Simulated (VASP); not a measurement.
# MgO in VASP: a series of runs

MgO is run at these levels: r2SCAN; tasks: single point.

All numbers are computed with VASP 6.6.1; they aren't measurements. Logs are shortened: lines on timing, memory, paths and dates and some standing lists are left out, and cuts for length are marked.

### 1 The cell of the first run

It takes space group Fm-3m (No. 225, cubic). Conventional cell: a = 4.309 Å, b = 4.309 Å, c = 4.309 Å, α = 90.00°, β = 90.00°, γ = 90.00°. Mg (site symmetry m-3m) has 6 O at 2.15 Å within 2.9 Å. Within 2.9 Å of O (site symmetry m-3m) lie 6 Mg at 2.15 Å.

### 2 Single point, r2SCAN (strain +2.5%)

File POSCAR:

```
MgO
1.0
    0.0000000000      2.1547216012      2.1547216012
    2.1547216012      0.0000000000      2.1547216012
    2.1547216012      2.1547216012      0.0000000000
Mg O
1 1
Direct
    0.0000000000      0.0000000000      0.0000000000
    0.5000000000      0.5000000000      0.5000000000
```

File INCAR.step1:

```
PREC = Accurate
ENCUT = 660
ISMEAR = 0
SIGMA = 0.01
LREAL = False
LASPH = True
NELM = 120
NBANDS = 15
GGA = PE
ALGO = Normal
EDIFF = 1E-5
LWAVE = True
LCHARG = False
GGA_COMPAT = False
```

File INCAR.step2:

```
PREC = Accurate
ENCUT = 660
EDIFF = 1E-6
ISMEAR = 0
SIGMA = 0.01
LREAL = False
LASPH = True
NELM = 120
ALGO = Normal
ISIF = 2
LWAVE = False
LCHARG = False
METAGGA = R2SCAN
LMIXTAU = True
NBANDS = 15
ISTART = 1
GGA_COMPAT = False
```

File KPOINTS:

```
regular mesh
0
Gamma
  10 10 10
```

Potentials or basis: VASP PAW PBE potentials, release 64 (Mg_sv, O).

Started as:

```bash
$ cat potpaw_PBE.64/Mg_sv/POTCAR potpaw_PBE.64/O/POTCAR > POTCAR
$ cp INCAR.step1 INCAR
$ mpirun -np 1 vasp_std > vasp.out
$ cp INCAR.step2 INCAR
$ mpirun -np 1 vasp_std > vasp.out
```

OUTCAR:

```text
PREC = Accurate
   ENCUT = 660
   EDIFF = 1E-6
   ISMEAR = 0
   LREAL = False
   LASPH = True
   NELM = 120
   ISIF = 2
   METAGGA = R2SCAN
   ISTART = 1

 ion  position               nearest neighbor table
   1  0.000  0.000  0.000-
   2  0.500  0.500  0.500-

  LATTYP: Found a face centered cubic cell.
 ALAT       =     4.3094432024

  Lattice vectors:

 A1 = (   0.0000000000,   2.1547216012,   2.1547216012)
 A2 = (   2.1547216012,   0.0000000000,   2.1547216012)
 A3 = (   2.1547216012,   2.1547216012,   0.0000000000)

Analysis of symmetry for initial positions (statically):
=====================================================================
 Subroutine PRICEL returns:
 Original cell was already a primitive cell.

 Routine SETGRP: Setting up the symmetry group for a
 face centered cubic supercell.

 Subroutine GETGRP returns: Found 48 space group operations
 (whereof 48 operations were pure point group operations)
 out of a pool of 48 trial point group operations.

The static configuration has the point symmetry O_h .

Analysis of symmetry for dynamics (positions and initial velocities):
=====================================================================
 Subroutine PRICEL returns:
 Original cell was already a primitive cell.

 Routine SETGRP: Setting up the symmetry group for a
 face centered cubic supercell.

 Subroutine GETGRP returns: Found 48 space group operations
 (whereof 48 operations were pure point group operations)
 out of a pool of 48 trial point group operations.

The dynamic configuration has the point symmetry O_h .

 Subroutine INISYM returns: Found 48 space group operations
 (whereof 48 operations are pure point group operations),
 and found     1 'primitive' translations

----------------------------------------------------------------------------------------

                                     Primitive cell

  volume of cell :      20.0080

  direct lattice vectors                    reciprocal lattice vectors
     0.000000000  2.154721601  2.154721601    -0.232048539  0.232048539  0.232048539
     2.154721601  0.000000000  2.154721601     0.232048539 -0.232048539  0.232048539
     2.154721601  2.154721601  0.000000000     0.232048539  0.232048539 -0.232048539

  length of vectors
     3.047236512  3.047236512  3.047236512     0.401919860  0.401919860  0.401919860

  position of ions in fractional coordinates (direct lattice)
     0.000000000  0.000000000  0.000000000
     0.500000000  0.500000000  0.500000000

[... 81 lines left out ...]
   NFREE  =      0    steps in history (QN), initial steepest desc. (CG)
   ISIF   =      2    stress and relaxation
   ISYM   =      2    0-nonsym 1-usesym 2-fastsym
   POTIM  = 0.5000    time-step for ionic-motion
   TEBEG  =    0.0;   TEEND  =   0.0 temperature during run
   PSTRESS=    0.0 pullay stress
   NELECT =      16.0000    total number of electrons
   NUPDOWN=      -1.0000    fix difference up-down
   EMIN   =  10.00;   EMAX   =-10.00  energy-range for DOS
   EFERMI =   0.00;   METHOD = LEGACY
   ISMEAR =     0;   SIGMA  =   0.01  broadening in eV -4-tet -1-fermi 0-gaus
   EFERMI_NEDOS =   21; number of points for ismear=-14 and -15
   IALGO  =     38    algorithm
   IMIX   =      4    mixing-type and parameters
     AMIX     =   0.40;   BMIX     =  1.00
     AMIX_MAG =   1.60;   BMIX_MAG =  1.00
  volume/ion in A,a.u.               =      10.00        67.51
  Fermi-wavevector in a.u.,A,eV,Ry     =   1.519545  2.871524 31.416097  2.309018
  Thomas-Fermi vector in A             =   2.628517
   LORBIT       =      0    0 simple, 1 ext, 2 COOP (PROOUT), +10 PAW based schemes
   METAGGA = R2SCAN    functional components
   LHFCALC =     F    Hartree Fock is set to
   AEXX    =    0.0000 exact exchange contribution
   IVDW    =     0    specifies the selected vdW correction
   LEPSILON=     F    determine dielectric tensor
   LRPA    =     F    only Hartree local field effects (RPA)
 non-spin polarized calculation
 Gauss-broadening in eV      SIGMA  =   0.01
  energy-cutoff  :      660.00
  volume of cell :       20.01
 maximum number of plane-waves:       785
 NGX is ok and might be reduce to    28
   NGX = 13   NGY = 13   NGZ = 13

 number of electron      16.0000005 magnetization

 Free energy of the ion-electron system (eV)
  ---------------------------------------------------
  ext. energy  EPLUGINS =         0.00000000
  ---------------------------------------------------
  free energy    TOTEN  =       -16.13178362 eV

  energy without entropy =      -16.13178362  energy(sigma->0) =      -16.13178362

 E-fermi :   2.0989     XC(G=0): -11.6640

 val. band max:        2.0490149167   @ k =   0.0000   0.0000   0.0000
 cond. band min:       7.0466468746   @ k =   0.0000   0.0000   0.0000
 fundamental gap:      4.9976319579
 Fermi energy:         2.0988606501

 k-point     1 :       0.0000    0.0000    0.0000
  band No.  band energies     occupation
      1     -73.1899      2.00000
      2     -38.2874      2.00000
      3     -38.2874      2.00000
      4     -38.2874      2.00000
      5     -15.8065      2.00000
      6       2.0490      2.00000
      7       2.0490      2.00000
      8       2.0490      2.00000
      9       7.0466      0.00000
     10      18.5007      0.00000
     11      18.5007      0.00000
     12      18.5007      0.00000
     13      22.4112      0.00000
     14      24.1750      0.00000
[... 401 lines left out ...]
      2     -38.3319      2.00000
      3     -38.3056      2.00000
      4     -38.3040      2.00000
      5     -14.7488      2.00000
      6      -1.2894      2.00000
      7       0.8335      2.00000
      8       1.0296      2.00000
      9      12.0043      0.00000
     10      12.9619      0.00000
     11      16.1607      0.00000
     12      20.6801      0.00000
     13      20.8831      0.00000
     14      27.5254      0.00000
     15      29.2051      0.00000

 [... further k-points ...]
[... 5 lines left out ...]
  --------------------------------------------------------------------------------------
  -------------------------------------------------------------------------------------
  Total       -1.3660233     -1.3660233     -1.3660233     -0.0000000      0.0000000      0.0000000
  in kB     -109.3868678   -109.3868678   -109.3868678     -0.0000000      0.0000000      0.0000000
  external PRESSURE =    -109.3868678 kB  Pullay stress =       0.0000000 kB

 VOLUME and BASIS-vectors are now :
 -----------------------------------------------------------------------------
  energy-cutoff  :      660.00
  volume of cell :       20.01
      direct lattice vectors                 reciprocal lattice vectors
     0.000000000  2.154721601  2.154721601    -0.232048539  0.232048539  0.232048539
     2.154721601  0.000000000  2.154721601     0.232048539 -0.232048539  0.232048539
     2.154721601  2.154721601  0.000000000     0.232048539  0.232048539 -0.232048539

 POSITION                                       TOTAL-FORCE (eV/Angst)
 -----------------------------------------------------------------------------------
      0.00000      0.00000      0.00000         0.000000      0.000000     -0.000000
      2.15472      2.15472      2.15472        -0.000000     -0.000000      0.000000
 -----------------------------------------------------------------------------------
    total drift:                                0.000000      0.000000      0.000000

  FREE ENERGIE OF THE ION-ELECTRON SYSTEM (eV)
  ---------------------------------------------------
  free  energy   TOTEN  =       -16.1317836196 eV

  energy  without entropy=      -16.1317836196  energy(sigma->0) =      -16.13178362
```

OSZICAR.step1:

```text
N       E                     dE             d eps       ncg     rms          rms(c)
DAV:   1     0.143510731801E+03    0.14351E+03   -0.11733E+04  1410   0.148E+03
DAV:   2    -0.854463462584E+01   -0.15206E+03   -0.14470E+03  1725   0.395E+02
DAV:   3    -0.133946359858E+02   -0.48500E+01   -0.48320E+01  1749   0.706E+01
DAV:   4    -0.134718363891E+02   -0.77200E-01   -0.77194E-01  1655   0.874E+00
DAV:   5    -0.134734657083E+02   -0.16293E-02   -0.16293E-02  1740   0.107E+00    0.859E+00
DAV:   6    -0.119104032758E+02    0.15631E+01   -0.26966E+00  1508   0.147E+01    0.292E+00
DAV:   7    -0.118964541836E+02    0.13949E-01   -0.13553E-01  1641   0.326E+00    0.176E+00
DAV:   8    -0.118867765677E+02    0.96776E-02   -0.41206E-02  1739   0.222E+00    0.348E-01
DAV:   9    -0.118855548938E+02    0.12217E-02   -0.37926E-03  1585   0.551E-01    0.990E-02
DAV:  10    -0.118857827444E+02   -0.22785E-03   -0.31428E-04  1760   0.181E-01    0.550E-02
DAV:  11    -0.118857667657E+02    0.15979E-04   -0.31886E-05  1711   0.576E-02    0.626E-03
DAV:  12    -0.118857669244E+02   -0.15866E-06   -0.64960E-07   838   0.117E-02
   1 F= -.11885767E+02 E0= -.11885767E+02  d E =-.497152E-19
```

It took 65 s on 1 thread of Intel Xeon Platinum 8375C at 2.90GHz (Ice Lake), shared host; peak memory 0.16 GiB.

What came out:

```yaml
Free_energy: -16.1318 eV
Pressure: -10.9 GPa
Band_gap_on_the_k_mesh: 5.00 eV, direct
```

Caveat: the cell differs from its parent crystal (strain +2.5%); the PAW data sets were made with another functional, which shifts forces and pressure a little.

### 3 Single point, r2SCAN

This run uses another cell than the first one, of 9.29 Å³/atom, 0.929 times its volume.

File POSCAR:

```
MgO
1.0
    0.0000000000      2.1021674158      2.1021674158
    2.1021674158      0.0000000000      2.1021674158
    2.1021674158      2.1021674158      0.0000000000
Mg O
1 1
Direct
    0.0000000000      0.0000000000      0.0000000000
    0.5000000000      0.5000000000      0.5000000000
```

File INCAR.step1:

```
  PREC = Accurate
  ENCUT = 660
  ISMEAR = 0
  SIGMA = 0.01
  LREAL = False
  LASPH = True
  NELM = 120
  NBANDS = 15
  GGA = PE
  ALGO = Normal
  EDIFF = 1E-5
  LWAVE = True
  LCHARG = False
  GGA_COMPAT = False
```

File INCAR.step2:

```
  PREC = Accurate
  ENCUT = 660
  EDIFF = 1E-6
  ISMEAR = 0
  SIGMA = 0.01
  LREAL = False
  LASPH = True
  NELM = 120
  ALGO = Normal
  ISIF = 2
  LWAVE = False
  LCHARG = False
  METAGGA = R2SCAN
  LMIXTAU = True
  NBANDS = 15
  ISTART = 1
  GGA_COMPAT = False
```

KPOINTS is that of step 2.

Potentials or basis: VASP PAW PBE potentials, release 64 (Mg_sv, O).

Started as:

```bash
$ cat potpaw_PBE.64/Mg_sv/POTCAR potpaw_PBE.64/O/POTCAR > POTCAR
$ cp INCAR.step1 INCAR
$ mpirun -np 1 vasp_std > vasp.out
$ cp INCAR.step2 INCAR
$ mpirun -np 1 vasp_std > vasp.out
```

Run time: 37 s. Hardware: 1 thread of Intel Xeon 6975P-C (Granite Rapids), shared host; peak memory 0.16 GiB.

It converged, with:

```
Free energy            : -16.1732 eV
Pressure               : -0.2 GPa
Band gap on the k mesh : 5.71 eV, direct
```

Levels at points of the mesh, in eV from the valence-band top:
| k point | band 4 | band 5 | band 6 | band 7 | band 8 | band 9 | band 10 | band 11 | band 12 | band 13 |
| --- | --- | --- | --- | --- | --- | --- | --- | --- | --- | --- |
| (0.00, 0.00, 0.00) | -40.04 | -18.22 | 0.00 | 0.00 | 0.00 | 5.71 | 16.89 | 16.89 | 16.89 | 21.02 |
| (0.50, 0.00, 0.00) | -40.05 | -16.93 | -4.62 | -0.68 | -0.68 | 8.87 | 13.92 | 17.56 | 17.56 | 22.61 |
| (0.50, 0.50, 0.00) | -40.07 | -16.72 | -4.10 | -1.37 | -1.37 | 10.05 | 11.24 | 14.38 | 20.55 | 20.55 |

Caveat: the PAW data sets were made with another functional, which shifts forces and pressure a little. r2SCAN opens gaps a little over a GGA but as a rule still falls short of measured ones.

(Continued in part 2 of 2.)
